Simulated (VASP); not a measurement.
Wanted: the native input for a VASP 6.6.1 run.

| Property | Result |
| --- | --- |
| Task | single point |
| Functional | PBE |
| Potentials or basis | VASP PAW PBE potentials, release 64 (Na_pv, I) |
| Cutoff | 520 eV |
| k mesh | 6 × 6 × 6 |
| Occupations | gaussian, width 0.05 eV |
| Spin | no spin polarisation |
| Dipole correction | no |
| Further INCAR settings | ALGO = Normal; EDIFF = 1e-06; NBANDS = 14 |

The structure of NaI lies in POSCAR:

```
NaI
1.0
    0.0000000000      3.2364000000      3.2364000000
    3.2364000000      0.0000000000      3.2364000000
    3.2364000000      3.2364000000      0.0000000000
Na I
1 1
Direct
    0.0000000000      0.0000000000      0.0000000000
    0.4691014708      0.4691014708      0.5308985292
```

This cell differs from its parent crystal: all I atoms moved -0.200 Å, as atom 2 along Cartesian [0 0 1].

These files were run (other wordings do the same):

INCAR

```
PREC = Accurate
ENCUT = 520
EDIFF = 1E-6
ISMEAR = 0
SIGMA = 0.05
LREAL = False
LASPH = True
NELM = 80
ALGO = Normal
ISIF = 2
LWAVE = False
LCHARG = False
GGA = PE
NBANDS = 14
```

KPOINTS

```
Automatic mesh
0
Gamma
  6 6 6
```

Potentials or basis: VASP PAW PBE potentials, release 64 (Na_pv, I).

Launch:

```sh
$ cat potpaw_PBE.64/Na_pv/POTCAR potpaw_PBE.64/I/POTCAR > POTCAR
$ mpirun -np 1 vasp_std > vasp.out
```

It gave:

```json
{
  "Pressure": "0.7 GPa",
  "Largest force": "0.207 eV/Å",
  "Band gap on the k mesh": "3.65 eV"
}
```

Caveat: the cell differs from its parent crystal (all I atoms moved -0.200 Å, as atom 2 along Cartesian [0 0 1]); spin-orbit coupling is left out, which moves the levels of the heavy elements.

Wall time 31 s on 1 thread of Intel Xeon 8259CL (shared host), peak memory 0.21 GiB.
